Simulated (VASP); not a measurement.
# TiO2 (R-3m) in VASP: single point with r2SCAN

Aim: the single point of TiO2 with r2SCAN.

Program: VASP 6.6.1. These are calculated values, not measurements. Logs are shortened: lines on timing, memory, paths and dates and some standing lists are left out, and cuts for length are marked.

## (1) The cell of the first run

The structure is trigonal, space group R-3m (No. 166). The conventional cell has a = 2.975 Å, b = 2.975 Å, c = 15.645 Å, α = 90.00°, β = 90.00°, γ = 120.00°. Within 2.6 Å of Ti (site symmetry -3m) lie 6 O at 1.96 Å. Within 2.6 Å of O (site symmetry 3m) lie 3 Ti at 1.96 Å and 3 O at 2.57 Å.

## (2) Single point, r2SCAN

POSCAR reads:

```
TiO2
1.0
    1.4876417066      0.8588904643      5.2148616321
   -1.4876417066      0.8588904643      5.2148616321
    0.0000000000     -1.7177805551      5.2148616936
Ti O
1 2
Direct
    0.0000000000      0.0000000000      0.0000000000
    0.6057795023      0.6057795023      0.6057795023
    0.3942204977      0.3942204977      0.3942204977
```

INCAR.step1 reads:

```
SYSTEM = TiO2
PREC     = Accurate       ! precision mode
ENCUT    = 520            ! plane-wave cutoff, eV
ISMEAR   = 0              ! smearing method
SIGMA    = 0.01           ! smearing width, eV
LREAL    = .False.        ! projectors in reciprocal space
LASPH    = .True.         ! aspherical terms in the spheres
NELM     = 100            ! most SCF steps
NBANDS   = 19             ! bands
GGA      = PE             ! functional
ALGO     = Normal         ! electronic algorithm
EDIFF    = 1E-4           ! SCF threshold, eV
LWAVE    = .True.         ! write WAVECAR
LCHARG   = .False.        ! write CHGCAR
```

INCAR.step2 reads:

```
SYSTEM = TiO2
PREC     = Accurate       ! precision mode
ENCUT    = 520            ! plane-wave cutoff, eV
EDIFF    = 1E-7           ! SCF threshold, eV
ISMEAR   = 0              ! smearing method
SIGMA    = 0.01           ! smearing width, eV
LREAL    = .False.        ! projectors in reciprocal space
LASPH    = .True.         ! aspherical terms in the spheres
NELM     = 100            ! most SCF steps
ALGO     = Normal         ! electronic algorithm
ISIF     = 2              ! what is computed and relaxed
LWAVE    = .False.        ! write WAVECAR
LCHARG   = .False.        ! write CHGCAR
METAGGA  = R2SCAN         ! meta-GGA
LMIXTAU  = .True.       
NBANDS   = 19             ! bands
ISTART   = 1
```

KPOINTS reads:

```
regular mesh
0
Gamma
  4 4 4
  0 0 0
```

Potentials or basis: VASP PAW PBE potentials, release 64 (Ti_sv, O).

Launch:

```
$ cat potpaw_PBE.64/Ti_sv/POTCAR potpaw_PBE.64/O/POTCAR > POTCAR
$ cp INCAR.step1 INCAR
$ mpirun -np 1 vasp_std > vasp.out
$ cp INCAR.step2 INCAR
$ mpirun -np 1 vasp_std > vasp.out
```

OUTCAR:

```text
SYSTEM = TiO2
   PREC = Accurate
   ENCUT = 520
   EDIFF = 1E-7
   ISMEAR = 0
   LREAL = .False.
   LASPH = .True.
   NELM = 100
   ISIF = 2
   METAGGA = R2SCAN
   ISTART = 1

 ion  position               nearest neighbor table
   1  0.000  0.000  0.000-   2 1.96   2 1.96   3 1.96   3 1.96   2 1.96   3 1.96
   2  0.606  0.606  0.606-   1 1.96   1 1.96   1 1.96
   3  0.394  0.394  0.394-   1 1.96   1 1.96   1 1.96

  LATTYP: Found a trigonal (rhomboedric) cell.
 ALAT       =     5.4904965640
 COS(alpha) =     0.8531738408

  Lattice vectors:

 A1 = (   1.4876417066,   0.8588904643,   5.2148616321)
 A2 = (  -1.4876417066,   0.8588904643,   5.2148616321)
 A3 = (   0.0000000000,  -1.7177805551,   5.2148616936)

Analysis of symmetry for initial positions (statically):
=====================================================================
 Subroutine PRICEL returns:
 Original cell was already a primitive cell.

 Routine SETGRP: Setting up the symmetry group for a
 trigonal (rhombohedral) supercell.

 Subroutine GETGRP returns: Found 12 space group operations
 (whereof 12 operations were pure point group operations)
 out of a pool of 12 trial point group operations.

The static configuration has the point symmetry D_3d.

Analysis of symmetry for dynamics (positions and initial velocities):
=====================================================================
 Subroutine PRICEL returns:
 Original cell was already a primitive cell.

 Routine SETGRP: Setting up the symmetry group for a
 trigonal (rhombohedral) supercell.

 Subroutine GETGRP returns: Found 12 space group operations
 (whereof 12 operations were pure point group operations)
 out of a pool of 12 trial point group operations.

The dynamic configuration has the point symmetry D_3d.

 Subroutine INISYM returns: Found 12 space group operations
 (whereof 12 operations are pure point group operations),
 and found     1 'primitive' translations

----------------------------------------------------------------------------------------

                                     Primitive cell

  volume of cell :      39.9788

  direct lattice vectors                    reciprocal lattice vectors
     1.487641707  0.858890464  5.214861632     0.336102435  0.194048833  0.063919876
    -1.487641707  0.858890464  5.214861632    -0.336102435  0.194048833  0.063919876
     0.000000000 -1.717780555  5.214861694     0.000000000 -0.388097661  0.063919890

  length of vectors
     5.490496564  5.490496564  5.490496564     0.393326260  0.393326260  0.393326260

  position of ions in fractional coordinates (direct lattice)
     0.000000000  0.000000000  0.000000000
     0.605779502  0.605779502  0.605779502
     0.394220498  0.394220498  0.394220498

  ion indices of the primitive-cell ions
   primitive index   ion index
                 1           1
                 2           2
                 3           3

----------------------------------------------------------------------------------------

 KPOINTS: regular mesh

Automatic generation of k-mesh.
 Grid dimensions read from file:
 generate k-points for:    4    4    4

 Generating k-lattice:

  Cartesian coordinates                     Fractional coordinates (reciprocal lattice)
     0.084025609  0.048512208  0.015979969     0.250000000  0.000000000  0.000000000
    -0.084025609  0.048512208  0.015979969     0.000000000  0.250000000  0.000000000
     0.000000000 -0.097024415  0.015979972    -0.000000000 -0.000000000  0.250000000

  Length of vectors
     0.098331565  0.098331565  0.098331565

  Shift w.r.t. Gamma in fractional coordinates (k-lattice)
     0.000000000  0.000000000  0.000000000

 Subroutine IBZKPT returns following result:
 ===========================================

 Found     13 irreducible k-points:

 Following reciprocal coordinates:
            Coordinates               Weight
  0.000000  0.000000  0.000000      1.000000
  0.250000 -0.000000  0.000000      6.000000
  0.500000 -0.000000  0.000000      3.000000
  0.250000  0.250000  0.000000      6.000000
  0.500000  0.250000  0.000000     12.000000
 -0.250000  0.250000  0.000000      6.000000
  0.500000  0.500000  0.000000      3.000000
  0.250000  0.250000  0.250000      2.000000
  0.500000  0.250000  0.250000      6.000000
 -0.250000  0.250000  0.250000      6.000000
  0.500000  0.500000  0.250000      6.000000
 -0.250000  0.500000  0.250000      6.000000
  0.500000  0.500000  0.500000      1.000000
   k-points           NKPTS =     13   k-points in BZ     NKDIM =     13   number of bands    NBANDS=     19
   number of dos      NEDOS =    301   number of ions     NIONS =      3
   total plane-waves  NPLWV =  74088
   dimension x,y,z NGX =    42 NGY =   42 NGZ =   42
   dimension x,y,z NGXF=    84 NGYF=   84 NGZF=   84
   ions per type =               1   2
   NGX,Y,Z   is equivalent  to a cutoff of  12.72, 12.72, 12.72 a.u.
   NGXF,Y,Z  is equivalent  to a cutoff of  25.43, 25.43, 25.43 a.u.
 SYSTEM =  TiO2
   PREC   = accura    normal or accurate (medium, high low for compatibility)
   ISTART =      1    job   : 0-new  1-cont  2-samecut
   ICHARG =      0    charge: 1-file 2-atom 10-const
   ISPIN  =      1    spin polarized calculation?
   LNONCOLLINEAR =      F non collinear calculations
   LSORBIT =      F    spin-orbit coupling
   LASPH  =      T    aspherical Exc in radial PAW
   ENCUT  =  520.0 eV  38.22 Ry    6.18 a.u.  10.21 10.21 10.21*2*pi/ulx,y,z
   NELM   =    100;   NELMIN=  2; NELMDL=  0     # of ELM steps
   EDIFF  = 0.1E-06   stopping-criterion for ELM
   LREAL  =      F    real-space projection
   EDIFFG = 0.1E-05   stopping-criterion for IOM
   NSW    =      0    number of steps for IOM
   IBRION =     -1    ionic relax: 0-MD 1-quasi-New 2-CG
   NFREE  =      0    steps in history (QN), initial steepest desc. (CG)
   ISIF   =      2    stress and relaxation
   ISYM   =      2    0-nonsym 1-usesym 2-fastsym
   POTIM  = 0.5000    time-step for ionic-motion
   TEBEG  =    0.0;   TEEND  =   0.0 temperature during run
   PSTRESS=    0.0 pullay stress
   NELECT =      24.0000    total number of electrons
   NUPDOWN=      -1.0000    fix difference up-down
   EMIN   =  10.00;   EMAX   =-10.00  energy-range for DOS
   EFERMI =   0.00;   METHOD = LEGACY
   ISMEAR =     0;   SIGMA  =   0.01  broadening in eV -4-tet -1-fermi 0-gaus
   EFERMI_NEDOS =   21; number of points for ismear=-14 and -15
   IALGO  =     38    algorithm
   IMIX   =      4    mixing-type and parameters
     AMIX     =   0.40;   BMIX     =  1.00
     AMIX_MAG =   1.60;   BMIX_MAG =  1.00
  volume/ion in A,a.u.               =      13.33        89.93
  Fermi-wavevector in a.u.,A,eV,Ry     =   1.381026  2.609761 25.949480  1.907233
  Thomas-Fermi vector in A             =   2.505849
   LORBIT       =      0    0 simple, 1 ext, 2 COOP (PROOUT), +10 PAW based schemes
   METAGGA = R2SCAN    functional components
   LHFCALC =     F    Hartree Fock is set to
   AEXX    =    0.0000 exact exchange contribution
   IVDW    =     0    specifies the selected vdW correction
   LEPSILON=     F    determine dielectric tensor
   LRPA    =     F    only Hartree local field effects (RPA)
 non-spin polarized calculation
 Gauss-broadening in eV      SIGMA  =   0.01
  energy-cutoff  :      520.00
  volume of cell :       39.98
 maximum number of plane-waves:      1106
 NGX is ok and might be reduce to    42
   NGX = 21   NGY = 21   NGZ = 21

 number of electron      24.0000000 magnetization

 Free energy of the ion-electron system (eV)
  ---------------------------------------------------
  ext. energy  EPLUGINS =         0.00000000
  ---------------------------------------------------
  free energy    TOTEN  =       -34.36790221 eV

  energy without entropy =      -34.36790221  energy(sigma->0) =      -34.36790221

 E-fermi :   1.3553     XC(G=0): -10.1867

 val. band max:        1.1742939277   @ k =   0.2500  -0.0000   0.0000
 cond. band min:       4.2183433304   @ k =   0.0000   0.0000   0.0000
 fundamental gap:      3.0440494028
 Fermi energy:         1.3553032630

 k-point     1 :       0.0000    0.0000    0.0000
  band No.  band energies     occupation
      1     -57.4363      2.00000
      2     -32.6554      2.00000
      3     -32.3702      2.00000
      4     -32.3702      2.00000
      5     -17.4454      2.00000
      6     -15.5660      2.00000
[... 11 lines left out ...]
     18       9.2742      0.00000
     19      13.4857      0.00000

 k-point     2 :       0.2500   -0.0000    0.0000
  band No.  band energies     occupation
      1     -57.3979      2.00000
      2     -32.6983      2.00000
      3     -32.5789      2.00000
      4     -32.4300      2.00000
      5     -16.7596      2.00000
      6     -15.9278      2.00000
[... 11 lines left out ...]
     18      11.0989      0.00000
     19      15.6433      0.00000

 k-point     3 :       0.5000   -0.0000    0.0000
  band No.  band energies     occupation
      1     -57.3592      2.00000
      2     -33.0051      2.00000
      3     -32.5048      2.00000
      4     -32.4891      2.00000
      5     -16.5471      2.00000
      6     -15.7536      2.00000
[... 11 lines left out ...]
     18      13.7929      0.00000
     19      14.2172      0.00000

 k-point     4 :       0.2500    0.2500    0.0000
  band No.  band energies     occupation
      1     -57.3979      2.00000
      2     -32.6982      2.00000
      3     -32.5789      2.00000
      4     -32.4300      2.00000
      5     -16.7616      2.00000
      6     -15.9254      2.00000
[... 165 lines left out ...]
     18      12.0294      0.00000
     19      14.1432      0.00000

 k-point    12 :      -0.2500    0.5000    0.2500
  band No.  band energies     occupation
      1     -57.3592      2.00000
      2     -32.8781      2.00000
      3     -32.6251      2.00000
      4     -32.5047      2.00000
      5     -16.2181      2.00000
      6     -16.0871      2.00000
[... 11 lines left out ...]
     18      13.3306      0.00000
     19      16.3244      0.00000

 k-point    13 :       0.5000    0.5000    0.5000
  band No.  band energies     occupation
      1     -57.4363      2.00000
      2     -32.6557      2.00000
      3     -32.3702      2.00000
      4     -32.3702      2.00000
      5     -17.4096      2.00000
      6     -15.6210      2.00000
[... 11 lines left out ...]
     18      10.7616      0.00000
     19      12.1526      0.00000

------------------------ aborting loop because EDIFF is reached ----------------------------------------

  FORCE on cell =-STRESS in cart. coord.  units (eV):
  Direction    XX          YY          ZZ          XY          YZ          ZX
  --------------------------------------------------------------------------------------
  -------------------------------------------------------------------------------------
  Total        0.3755311      0.3755311      0.1676210      0.0000000     -0.0000000      0.0000000
  in kB       15.0496497     15.0496498      6.7175193      0.0000000     -0.0000002      0.0000000
  external PRESSURE =      12.2722729 kB  Pullay stress =       0.0000000 kB

 VOLUME and BASIS-vectors are now :
 -----------------------------------------------------------------------------
  energy-cutoff  :      520.00
  volume of cell :       39.98
      direct lattice vectors                 reciprocal lattice vectors
     1.487641707  0.858890464  5.214861632     0.336102435  0.194048833  0.063919876
    -1.487641707  0.858890464  5.214861632    -0.336102435  0.194048833  0.063919876
     0.000000000 -1.717780555  5.214861694     0.000000000 -0.388097661  0.063919890

 POSITION                                       TOTAL-FORCE (eV/Angst)
 -----------------------------------------------------------------------------------
      0.00000      0.00000      0.00000        -0.000000     -0.000000      0.000000
      0.00000      0.00000      9.47717         0.000000     -0.000000     -0.112244
      0.00000      0.00000      6.16742         0.000000      0.000000      0.112244
 -----------------------------------------------------------------------------------
    total drift:                               -0.000000      0.000000      0.000000

  FREE ENERGIE OF THE ION-ELECTRON SYSTEM (eV)
  ---------------------------------------------------
  free  energy   TOTEN  =       -34.3679022079 eV

  energy  without entropy=      -34.3679022079  energy(sigma->0) =      -34.36790221
```

Run time: 2.7 min. Hardware: 1 thread of Intel Xeon Platinum 8259CL at 2.50GHz (Skylake/Cascade Lake), shared host; peak memory 0.27 GiB.

What came out:

* Free energy: -34.3679 eV
* Pressure: 1.2 GPa
* Largest force: 0.112 eV/Å
* Band gap on the k mesh: 3.04 eV, indirect (least direct gap 3.35 eV)

Forces on the atoms (eV/Å):
```
Ti   0.000  0.000  0.000
O    0.000  0.000 -0.112
O    0.000  0.000  0.112
```

Caveat: the k points lie up to 0.62 Å⁻¹ apart; the PAW data sets were made with another functional, which shifts forces and pressure a little.
